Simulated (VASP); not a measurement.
A run of VASP 6.6.1 is set up as follows.

File INCAR:

```
SYSTEM = HfB2
PREC = Accurate
ENCUT = 520
EDIFF = 1E-6
ISMEAR = -1
SIGMA = 0.05
LREAL = .FALSE.
LASPH = .TRUE.
NELM = 60
ALGO = Normal
ISIF = 2
LWAVE = .FALSE.
LCHARG = .FALSE.
GGA = RP
NBANDS = 15
```

The input KPOINTS:

```
regular mesh
0
G
  10 10 8
  0 0 0
```

POSCAR

```
HfB2
1.0
    3.1400000000      0.0000000000      0.0000000000
   -1.5700000000      2.7193197679      0.0000000000
    0.0000000000      0.0000000000      3.4800000000
Hf B
1 2
Direct
    0.0000000000      0.0000000000      0.0000000000
    0.6666666667      0.3333333333      0.5000000000
    0.3333333333      0.6666666667      0.5000000000
```

Potentials or basis: VASP PAW PBE potentials, release 64 (Hf_pv, B).

The run is started by

```bash
$ cat potpaw_PBE.64/Hf_pv/POTCAR potpaw_PBE.64/B/POTCAR > POTCAR
$ mpirun -np 1 vasp_std > vasp.out
```

**Question.** Predict the pressure.

**Answer.** 5.1 GPa.

**Question.** Predict the band gap on the k mesh.

**Answer.** Zero (band 8 reaches 8.37 eV, above the bottom of band 9 at 7.54 eV).

Stress tensor (GPa, compression positive):
```
4.94 0.00 0.00
0.00 4.94 0.00
0.00 0.00 5.45
```

Caveat: the PAW data sets were made with another functional, which shifts forces and pressure a little; spin-orbit coupling is left out, which moves the levels of the heavy elements.
